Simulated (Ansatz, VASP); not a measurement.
# Two plane-wave programs on Ag

```
Ag
1.0
     2.93000    0.00000    0.00000
    -1.46500    2.53745    0.00000
     0.00000    0.00000    4.79000
Ag
2
Direct
  0.30831 0.67594 0.29305
  0.66667 0.33333 0.75000
```

Change from the starting cell: one atom moved.

Alike in both runs: task single point; functional PBE; k mesh 15 × 15 × 8; occupations gaussian, width 0.1 eV; no spin polarisation.

```csv
,VASP,Ansatz
version,VASP 6.6.1,Ansatz 0.2.0
potentials or method,"VASP PAW PBE potentials, release 64 (Ag), cutoff 520 eV","scalar-relativistic, plane waves, PAW"
valence electrons in the cell,22,38
```

|  | VASP | Ansatz | Ansatz less VASP |
| --- | --- | --- | --- |
| gap on the k mesh at the Fermi level (eV) | none | none | - |
| pressure (GPa) | 2.6 | 2.7 | +0.14 |
| traceless stress, the component that is largest in VASP (GPa) | 2.36 | 2.40 | +0.041 |
| rms of the force components (eV/Å) | 0.656 | 0.662 | +0.0060 |

Atom by atom the forces differ by 0.006 eV/Å (rms over components). A gap of «none» marks a metal or a gap that the smearing closes. VASP's potentials hold 22 valence electrons a cell and Ansatz's 38, so a difference there can come from the potentials and not from the codes.
